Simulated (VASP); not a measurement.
GaSb:

```xyz
2
Lattice="0.0000 3.1190 3.1190 3.1190 0.0000 3.1190 3.1190 3.1190 0.0000" Properties=species:S:1:pos:R:3 pbc="T T T"
Sb    4.6785    4.6785    4.6785
Ga    0.0000    0.0000    0.0000
```

Program: VASP 6.6.1. Alike in all runs: task single point; potentials or basis VASP PAW PBE potentials, release 64 (Sb, Ga_d); cell as given; cutoff (eV) 520; smearing fermi-dirac 0.05 eV.

**Question.** Order these runs on this cell by their pressure, lowest first.
A. level r2SCAN0; spin off; k mesh 4 × 4 × 4; grid for exact exchange (PRECFOCK) Normal
B. level RPBE+D3(BJ); spin off; k mesh 8 × 8 × 8
C. level PBE; spin non-collinear, zero start, SOC; k mesh 8 × 8 × 8
D. level BLYP+D4; spin off; k mesh 8 × 8 × 8

**Answer.** B (-7.5 GPa), A (-4.0 GPa), D (-2.0 GPa), C (-0.4 GPa).

Caveats: some runs use coarse meshes; the PAW data sets were made with another functional, which shifts forces and pressure a little (some runs); pairwise dispersion overbinds metals, which lowers pressure and volume (some runs).
